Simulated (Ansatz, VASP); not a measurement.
Given: the input of a run of VASP 6.6.1 on VO2.

The input INCAR:

```
SYSTEM = VO2
PREC = Accurate ; ENCUT = 600
EDIFF = 1E-6 ; ISMEAR = -1
SIGMA = 0.05 ; LREAL = .FALSE.
LASPH = .TRUE. ; NELM = 200
ALGO = Normal ; ISIF = 2
LWAVE = .FALSE. ; LCHARG = .FALSE.
ISPIN = 2 ; MAGMOM = 2 2 0 0 0 0
LORBIT = 11 ; LMAXMIX = 4
GGA = RP ; NBANDS = 38
GGA_COMPAT = .FALSE.
```

The input KPOINTS:

```
regular mesh
0
G
  6 6 9
  0 0 0
```

POSCAR

```
VO2
1.0
    4.4151925128      0.0000000000      0.0000000000
    0.0000000000      4.4151925128      0.0000000000
    0.0000000000      0.0000000000      2.9823009287
V O
2 4
Direct
    0.5000000000      0.5000000000      0.5000000000
    0.0000000000      0.0000000000      0.0000000000
    0.2003580000      0.7996420000      0.5000000000
    0.7996420000      0.2003580000      0.5000000000
    0.7003580000      0.7003580000      0.0000000000
    0.2996420000      0.2996420000      0.0000000000
```

Potentials or basis: VASP PAW PBE potentials, release 64 (V_sv, O).

The run is started by

```bash
$ cat potpaw_PBE.64/V_sv/POTCAR potpaw_PBE.64/O/POTCAR > POTCAR
$ mpirun -np 1 vasp_std > vasp.out
```

**Question.** Set up the same calculation for Ansatz 0.2.0. Potentials there: Ansatz PAW.

**Answer.** As run (the cutoff follows the program's own potentials):

Contents of input.yaml:

```yaml
crystal:
  lattice:
    - [4.4151925128, 0.0, 0.0]
    - [0.0, 4.4151925128, 0.0]
    - [0.0, 0.0, 2.9823009287]
  atoms:
    - { symbol: V, position: [0.5, 0.5, 0.5], spin: 2.0 }
    - { symbol: V, position: [0.0, 0.0, 0.0], spin: 2.0 }
    - { symbol: O, position: [0.200358, 0.799642, 0.5] }
    - { symbol: O, position: [0.799642, 0.200358, 0.5] }
    - { symbol: O, position: [0.700358, 0.700358, 0.0] }
    - { symbol: O, position: [0.299642, 0.299642, 0.0] }
hamiltonian:
  xc: rpbe
  pseudopotentials: { kind: paw }
magnetization:
  spin_polarized: true
kpoints:
  mp_grid: { grid: [6, 6, 9] }
scf:
  occupations: { method: fermi_dirac, width: 0.05 }
output:
  forces: true
  stress: true
  eigenvalues: true
```

Potentials or basis: Ansatz PAW.

Launch:

```sh
$ ansatz run input.yaml --threads 2 --pin off --max-ram 5120MiB --backend cpu --events-out ev --progress --plain --runs-dir out
```

Both were run:

|  | VASP | Ansatz | Ansatz less VASP |
| --- | --- | --- | --- |
| gap on the k mesh at the Fermi level (eV) | none | none | - |
| pressure (GPa) | 11.7 | 11.2 | -0.57 |
| traceless stress, the component that is largest in VASP (GPa) | -12.59 | -12.80 | -0.207 |
| rms of the force components (eV/Å) | 0.094 | 0.097 | +0.0030 |
| net moment per atom (μB) | 0.33 | 0.33 | 0.000 |
| size of the moment on the site where the two differ most (μB) | 1.07 | 0.83 | -0.241 |

VASP's potentials were made for PBE, not for RPBE. Site moments also hang on the region over which each program counts them. Atom by atom the forces differ by 0.003 eV/Å (rms over components). A gap of «none» marks a metal or a gap that the smearing closes. The functional is the same, so the differences come from potentials, cutoffs and numerics.
